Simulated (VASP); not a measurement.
# AlN (P6_3/mmc) in VASP: notebook

Runs on AlN. Level: PBE. Tasks: single point.

All numbers are computed with VASP 6.6.1; they aren't measurements. Logs are shortened: lines on timing, memory, paths and dates and some standing lists are left out, and cuts for length are marked.

## Step 1: The cell of the first run

The structure is hexagonal, space group P6_3/mmc (No. 194). The conventional cell has a = 3.189 Å, b = 3.189 Å, c = 4.690 Å, α = 90.00°, β = 90.00°, γ = 120.00°. Al (site symmetry -6m2) has 5 N at 1.84 to 2.35 Å within 2.4 Å. Within 2.4 Å of N (site symmetry -6m2) lie 5 Al at 1.84 to 2.35 Å.

## Step 2: Single point, PBE

INCAR reads:

```
ALGO = Normal
EDIFF = 1E-6
ENCUT = 520
GGA = PE
ISIF = 2
ISMEAR = 0
LASPH = True
LCHARG = False
LREAL = False
LWAVE = False
NBANDS = 16
NELM = 60
PREC = Accurate
SIGMA = 0.05
```

KPOINTS reads:

```
k-points
0
Gamma
  9 9 6
```

POSCAR reads:

```
AlN
1.0
    3.1892000000      0.0000000000      0.0000000000
   -1.5946000000      2.7619282177      0.0000000000
    0.0000000000      0.0000000000      4.6901000000
Al N
2 2
Direct
    0.3333333333      0.6666666667      0.7500000000
    0.6666666667      0.3333333333      0.2500000000
    0.3333333333      0.6666666667      0.2500000000
    0.6666666667      0.3333333333      0.7500000000
```

Potentials or basis: VASP PAW PBE potentials, release 64 (Al, N).

The run is started by

```sh
cat potpaw_PBE.64/Al/POTCAR potpaw_PBE.64/N/POTCAR > POTCAR
mpirun -np 1 vasp_std > vasp.out
```

OUTCAR:

```text
EDIFF = 1E-6
   ENCUT = 520
   GGA = PE
   ISIF = 2
   ISMEAR = 0
   LASPH = True
   LREAL = False
   NELM = 60
   PREC = Accurate

 ion  position               nearest neighbor table
   1  0.333  0.667  0.750-   4 1.84   4 1.84   4 1.84   3 2.35   3 2.35   2 2.98   2 2.98   2 2.98
                             2 2.98   2 2.98   2 2.98
   2  0.667  0.333  0.250-   3 1.84   3 1.84   3 1.84   4 2.35   4 2.35   1 2.98   1 2.98   1 2.98
                             1 2.98   1 2.98   1 2.98
   3  0.333  0.667  0.250-   2 1.84   2 1.84   2 1.84   1 2.35   1 2.35
   4  0.667  0.333  0.750-   1 1.84   1 1.84   1 1.84   2 2.35   2 2.35

  LATTYP: Found a hexagonal cell.
 ALAT       =     3.1892000000
 C/A-ratio  =     1.4706195911

  Lattice vectors:

 A1 = (   3.1892000000,   0.0000000000,   0.0000000000)
 A2 = (  -1.5946000000,   2.7619282177,   0.0000000000)
 A3 = (   0.0000000000,   0.0000000000,   4.6901000000)

Analysis of symmetry for initial positions (statically):
=====================================================================
 Subroutine PRICEL returns:
 Original cell was already a primitive cell.

 Routine SETGRP: Setting up the symmetry group for a
 hexagonal supercell.

 Subroutine GETGRP returns: Found 24 space group operations
 (whereof 12 operations were pure point group operations)
 out of a pool of 24 trial point group operations.

The static configuration has the point symmetry D_3d.
 The point group associated with its full space group is D_6h.

Analysis of symmetry for dynamics (positions and initial velocities):
=====================================================================
 Subroutine PRICEL returns:
 Original cell was already a primitive cell.

 Routine SETGRP: Setting up the symmetry group for a
 hexagonal supercell.

 Subroutine GETGRP returns: Found 24 space group operations
 (whereof 12 operations were pure point group operations)
 out of a pool of 24 trial point group operations.

The dynamic configuration has the point symmetry D_3d.
 The point group associated with its full space group is D_6h.

 Subroutine INISYM returns: Found 24 space group operations
 (whereof 12 operations are pure point group operations),
 and found     1 'primitive' translations

----------------------------------------------------------------------------------------

                                     Primitive cell

  volume of cell :      41.3120

  direct lattice vectors                    reciprocal lattice vectors
     3.189200000  0.000000000  0.000000000     0.313558259  0.181032945  0.000000000
    -1.594600000  2.761928218  0.000000000     0.000000000  0.362065891  0.000000000
     0.000000000  0.000000000  4.690100000     0.000000000  0.000000000  0.213215070

  length of vectors
     3.189200000  3.189200000  4.690100000     0.362065891  0.362065891  0.213215070

  position of ions in fractional coordinates (direct lattice)
     0.333333333  0.666666667  0.750000000
     0.666666667  0.333333333  0.250000000
     0.333333333  0.666666667  0.250000000
     0.666666667  0.333333333  0.750000000

  ion indices of the primitive-cell ions
   primitive index   ion index
                 1           1
                 2           2
                 3           3
                 4           4

----------------------------------------------------------------------------------------

 KPOINTS: k-points

Automatic generation of k-mesh.
 Grid dimensions read from file:
 generate k-points for:    9    9    6

 Generating k-lattice:

  Cartesian coordinates                     Fractional coordinates (reciprocal lattice)
     0.034839807  0.020114772  0.000000000     0.111111111  0.000000000  0.000000000
     0.000000000  0.040229543  0.000000000     0.000000000  0.111111111  0.000000000
     0.000000000  0.000000000  0.035535845     0.000000000  0.000000000  0.166666667

  Length of vectors
     0.040229543  0.040229543  0.035535845

  Shift w.r.t. Gamma in fractional coordinates (k-lattice)
     0.000000000  0.000000000  0.000000000

 Subroutine IBZKPT returns following result:
 ===========================================

 Found     48 irreducible k-points:

 Following reciprocal coordinates:
            Coordinates               Weight
  0.000000  0.000000  0.000000      1.000000
  0.111111  0.000000  0.000000      6.000000
  0.222222  0.000000  0.000000      6.000000
  0.333333  0.000000  0.000000      6.000000
  0.444444  0.000000  0.000000      6.000000
  0.111111  0.111111  0.000000      6.000000
[... 16 lines left out ...]
  0.333333  0.222222  0.166667     24.000000
  0.333333  0.333333  0.166667      4.000000
 [... further k-points ...]
   k-points           NKPTS =     48   k-points in BZ     NKDIM =     48   number of bands    NBANDS=     16
   number of dos      NEDOS =    301   number of ions     NIONS =      4
   total plane-waves  NPLWV =  20736
   dimension x,y,z NGX =    24 NGY =   24 NGZ =   36
   dimension x,y,z NGXF=    48 NGYF=   48 NGZF=   72
   ions per type =               2   2
   NGX,Y,Z   is equivalent  to a cutoff of  12.51, 12.51, 12.76 a.u.
   NGXF,Y,Z  is equivalent  to a cutoff of  25.02, 25.02, 25.52 a.u.
 SYSTEM =  unknown system
   PREC   = accura    normal or accurate (medium, high low for compatibility)
   ISTART =      0    job   : 0-new  1-cont  2-samecut
   ICHARG =      2    charge: 1-file 2-atom 10-const
   ISPIN  =      1    spin polarized calculation?
   LNONCOLLINEAR =      F non collinear calculations
   LSORBIT =      F    spin-orbit coupling
   LASPH  =      T    aspherical Exc in radial PAW
   ENCUT  =  520.0 eV  38.22 Ry    6.18 a.u.   5.93  5.93  8.72*2*pi/ulx,y,z
   NELM   =     60;   NELMIN=  2; NELMDL= -5     # of ELM steps
   EDIFF  = 0.1E-05   stopping-criterion for ELM
   LREAL  =      F    real-space projection
   EDIFFG = 0.1E-04   stopping-criterion for IOM
   NSW    =      0    number of steps for IOM
   IBRION =     -1    ionic relax: 0-MD 1-quasi-New 2-CG
   NFREE  =      0    steps in history (QN), initial steepest desc. (CG)
   ISIF   =      2    stress and relaxation
   ISYM   =      2    0-nonsym 1-usesym 2-fastsym
   POTIM  = 0.5000    time-step for ionic-motion
   TEBEG  =    0.0;   TEEND  =   0.0 temperature during run
   PSTRESS=    0.0 pullay stress
   NELECT =      16.0000    total number of electrons
   NUPDOWN=      -1.0000    fix difference up-down
   EMIN   =  10.00;   EMAX   =-10.00  energy-range for DOS
   EFERMI =   0.00;   METHOD = LEGACY
   ISMEAR =     0;   SIGMA  =   0.05  broadening in eV -4-tet -1-fermi 0-gaus
   EFERMI_NEDOS =   21; number of points for ismear=-14 and -15
   IALGO  =     38    algorithm
   IMIX   =      4    mixing-type and parameters
     AMIX     =   0.40;   BMIX     =  1.00
     AMIX_MAG =   1.60;   BMIX_MAG =  1.00
  volume/ion in A,a.u.               =      10.33        69.70
  Fermi-wavevector in a.u.,A,eV,Ry     =   1.193318  2.255043 19.374793  1.424007
  Thomas-Fermi vector in A             =   2.329335
   LORBIT       =      0    0 simple, 1 ext, 2 COOP (PROOUT), +10 PAW based schemes
   GGA     = PE    functional components
   LHFCALC =     F    Hartree Fock is set to
   AEXX    =    0.0000 exact exchange contribution
   IVDW    =     0    specifies the selected vdW correction
   LEPSILON=     F    determine dielectric tensor
   LRPA    =     F    only Hartree local field effects (RPA)
 non-spin polarized calculation
 Gauss-broadening in eV      SIGMA  =   0.05
  energy-cutoff  :      520.00
  volume of cell :       41.31
 maximum number of plane-waves:      1130
 NGX is ok and might be reduce to    24
   NGX = 11   NGY = 11   NGZ = 17

 number of electron      16.0000003 magnetization

 Free energy of the ion-electron system (eV)
  ---------------------------------------------------
  ext. energy  EPLUGINS =         0.00000000
  ---------------------------------------------------
  free energy    TOTEN  =       -29.05907176 eV

  energy without entropy =      -29.05907176  energy(sigma->0) =      -29.05907176

 E-fermi :   7.9780     XC(G=0): -10.9838

 val. band max:        7.7618978388   @ k =   0.0000   0.0000   0.0000
 cond. band min:      10.4842889356   @ k =   0.0000   0.0000   0.0000
 fundamental gap:      2.7223910967
 Fermi energy:         7.9779627589

 k-point     1 :       0.0000    0.0000    0.0000
  band No.  band energies     occupation
      1      -8.9613      2.00000
      2      -6.3730      2.00000
      3       0.7131      2.00000
      4       4.7348      2.00000
      5       4.7348      2.00000
      6       5.6766      2.00000
[... 8 lines left out ...]
     15      18.6966      0.00000
     16      19.1039      0.00000

 k-point     2 :       0.1111    0.0000    0.0000
  band No.  band energies     occupation
      1      -8.8113      2.00000
      2      -6.3071      2.00000
      3       0.8877      2.00000
      4       4.1374      2.00000
      5       4.5552      2.00000
      6       5.1089      2.00000
[... 8 lines left out ...]
     15      19.0622      0.00000
     16      19.0913      0.00000

 k-point     3 :       0.2222    0.0000    0.0000
  band No.  band energies     occupation
      1      -8.3843      2.00000
      2      -6.1555      2.00000
      3       1.3978      2.00000
      4       2.8396      2.00000
      5       4.0224      2.00000
      6       4.1823      2.00000
[... 8 lines left out ...]
     15      18.3762      0.00000
     16      18.5269      0.00000
[... 362 lines left out ...]
 k-point    23 :       0.3333    0.2222    0.1667
  band No.  band energies     occupation
      1      -6.8202      2.00000
      2      -6.2256      2.00000
      3       1.1261      2.00000
      4       1.8941      2.00000
      5       2.5810      2.00000
      6       4.0724      2.00000
[... 8 lines left out ...]
     15      18.1267      0.00000
     16      20.7094      0.00000

 k-point    24 :       0.3333    0.3333    0.1667
  band No.  band energies     occupation
      1      -6.4435      2.00000
      2      -6.4435      2.00000
      3       1.2934      2.00000
      4       2.0299      2.00000
      5       2.0299      2.00000
      6       3.6603      2.00000
[... 8 lines left out ...]
     15      18.2469      0.00000
     16      20.8056      0.00000

 [... further k-points ...]

------------------------ aborting loop because EDIFF is reached ----------------------------------------

  FORCE on cell =-STRESS in cart. coord.  units (eV):
  Direction    XX          YY          ZZ          XY          YZ          ZX
  --------------------------------------------------------------------------------------
  -------------------------------------------------------------------------------------
  Total        2.5058902      2.5058902     -2.4503025      0.0000000     -0.0000000      0.0000000
  in kB       97.1843609     97.1843609    -95.0285374      0.0000000     -0.0000000      0.0000000
  external PRESSURE =      33.1133948 kB  Pullay stress =       0.0000000 kB

 VOLUME and BASIS-vectors are now :
 -----------------------------------------------------------------------------
  energy-cutoff  :      520.00
  volume of cell :       41.31
      direct lattice vectors                 reciprocal lattice vectors
     3.189200000  0.000000000  0.000000000     0.313558259  0.181032945  0.000000000
    -1.594600000  2.761928218  0.000000000     0.000000000  0.362065891  0.000000000
     0.000000000  0.000000000  4.690100000     0.000000000  0.000000000  0.213215070

 POSITION                                       TOTAL-FORCE (eV/Angst)
 -----------------------------------------------------------------------------------
     -0.00000      1.84129      3.51757        -0.000000     -0.000000      0.000000
      1.59460      0.92064      1.17253         0.000000      0.000000      0.000000
     -0.00000      1.84129      1.17253         0.000000     -0.000000      0.000000
      1.59460      0.92064      3.51757        -0.000000      0.000000      0.000000
 -----------------------------------------------------------------------------------
    total drift:                               -0.000000      0.000000     -0.000000

  FREE ENERGIE OF THE ION-ELECTRON SYSTEM (eV)
  ---------------------------------------------------
  free  energy   TOTEN  =       -29.0590717631 eV

  energy  without entropy=      -29.0590717631  energy(sigma->0) =      -29.05907176
```

Wall time 11 s (1 thread of Intel Xeon 6975P-C (Granite Rapids), shared host); peak memory 0.16 GiB.

Results:

| Property | Result |
| --- | --- |
| Free energy | -29.0591 eV |
| Pressure | 3.3 GPa |
| Band gap on the k mesh | 2.72 eV, direct |

Levels at points of the mesh, in eV from the valence-band top:
```tsv
k point	band 6	band 7	band 8	band 9	band 10	band 11
(0.00, 0.00, 0.00)	-2.09	-2.09	0.00	2.72	4.81	8.88
(0.00, 0.00, 0.50)	-2.57	-2.57	-2.57	5.34	5.34	8.95
```

PBE gaps usually lie below the measured ones, often by a third to a half.

(Continued in part 2 of 2.)
